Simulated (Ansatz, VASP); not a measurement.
## Co in VASP and in Ansatz

```
Co
1.0
     2.47200    0.00000    0.00000
    -1.23600    2.14081    0.00000
     0.00000    0.00000    4.02114
Co
2
Direct
  0.33333 0.66667 0.25000
  0.66667 0.33333 0.75000
```

Alike in both runs: task single point; functional PBE; k mesh 12 × 12 × 4; occupations gaussian, width 0.1 eV; collinear spin.

|  | VASP | Ansatz |
| --- | --- | --- |
| version | VASP 6.6.1 | Ansatz 0.2.0 |
| potentials or method | VASP PAW PBE potentials, release 64 (Co_sv), cutoff 600 eV | scalar-relativistic, plane waves, PAW |
| valence electrons in the cell | 34 | 34 |

```csv
,VASP,Ansatz,Ansatz less VASP
gap on the k mesh at the Fermi level (eV),none,none,-
pressure (GPa),1.0,5.1,+4.15
"traceless stress, the component that is largest in VASP (GPa)",-1.45,-1.41,+0.038
net moment per atom (μB),1.63,1.63,+0.002
size of the moment on the site where the two differ most (μB),1.69,1.70,+0.007
```

Site moments also hang on the region over which each program counts them. A gap of «none» marks a metal or a gap that the smearing closes. One of these differences is far larger than is usual between the two programs; its cause wasn't traced.

The k mesh is coarse, so the values compare programs but aren't converged.
